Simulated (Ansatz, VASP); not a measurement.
One calculation of NaF, two programs

POSCAR

```
NaF
1.0
    2.3200422688      2.3200422688      0.0000000000
   -2.3200422688      2.3200422688      0.0000000000
    0.0000000000      2.3200422688      2.2887723310
Na F
1 1
Direct
    0.0000000000      0.0000000000      0.0000000000
    0.5000000000      0.5000000000      0.0000000000
```

The input INCAR.step1:

```
SYSTEM = NaF
PREC = Accurate ; ENCUT = 520
ISMEAR = 0 ; SIGMA = 0.01
LREAL = .FALSE. ; LASPH = .TRUE.
NELM = 80 ; NBANDS = 14
GGA = PE ; ALGO = Normal
EDIFF = 1E-4 ; LWAVE = .TRUE.
LCHARG = .FALSE.
```

File INCAR.step2:

```
SYSTEM = NaF
PREC = Accurate ; ENCUT = 520
EDIFF = 1E-6 ; ISMEAR = 0
SIGMA = 0.01 ; LREAL = .FALSE.
LASPH = .TRUE. ; NELM = 80
ALGO = Normal ; ISIF = 2
LWAVE = .FALSE. ; LCHARG = .FALSE.
METAGGA = R2SCAN ; LMIXTAU = .TRUE.
NBANDS = 14 ; ISTART = 1
```

The input KPOINTS:

```
regular mesh
0
G
  8 8 8
  0 0 0
```

Input for Ansatz:

```yaml
crystal:
  lattice:
    - [2.32004226881, 2.32004226881, 0.0]
    - [-2.32004226881, 2.32004226881, 0.0]
    - [0.0, 2.32004226881, 2.28877233103]
  atoms:
    - { symbol: Na, position: [0.0, 0.0, 0.0] }
    - { symbol: F, position: [0.5, 0.5, 0.0] }
kpoints:
  mp_grid: { grid: [8, 8, 8] }
scf:
  occupations: { method: fixed }
  convergence: { dr2_threshold: 1.0e-10 }
hamiltonian:
  xc: r2scan
  pseudopotentials: { kind: paw }
output:
  forces: true
  stress: true
  eigenstates:
    kpoints:
      - [0.0, 0.0, 0.0]
      - [-0.5, -0.5, -0.5]
      - [-0.5, 0.5, 0.0]
      - [0.0, 0.0, -0.5]
      - [0.0, -0.5, -0.5]
      - [0.0, 0.5, 0.0]
      - [-0.5, 0.0, 0.0]
      - [-0.5, 0.0, -0.5]
  eigenvalues: true
```

Change from the starting cell: film at in-plane strain +0.01.

Alike in both runs: task single point; functional r2SCAN; k mesh 8 × 8 × 8; no spin polarisation.

|  | VASP | Ansatz |
| --- | --- | --- |
| version | VASP 6.6.1 | Ansatz 0.2.0 |
| potentials or method | VASP PAW PBE potentials, release 64 (Na_pv, F) | PAW with Ansatz's default frozen-core files, scalar-relativistic |
| plane-wave cutoff (eV) | 520 | 500 |
| occupations | gaussian, width 0.01 eV | fixed |
| valence electrons in the cell | 14 | 16 |

VASP gave:

```
gap on the k mesh at the Fermi level (eV)                     : 7.23
pressure (GPa)                                                : -1.5
traceless stress, the component that is largest in VASP (GPa) : 0.69
```

Question: What did Ansatz give for the same quantities?

Answer: gap on the k mesh at the Fermi level (eV): 7.19; pressure (GPa): -0.8; traceless stress, the component that is largest in VASP (GPa): 0.82.

VASP's potentials were made for PBE, not for r2SCAN. VASP's potentials hold 14 valence electrons a cell and Ansatz's 16, so a difference there can come from the potentials and not from the codes.
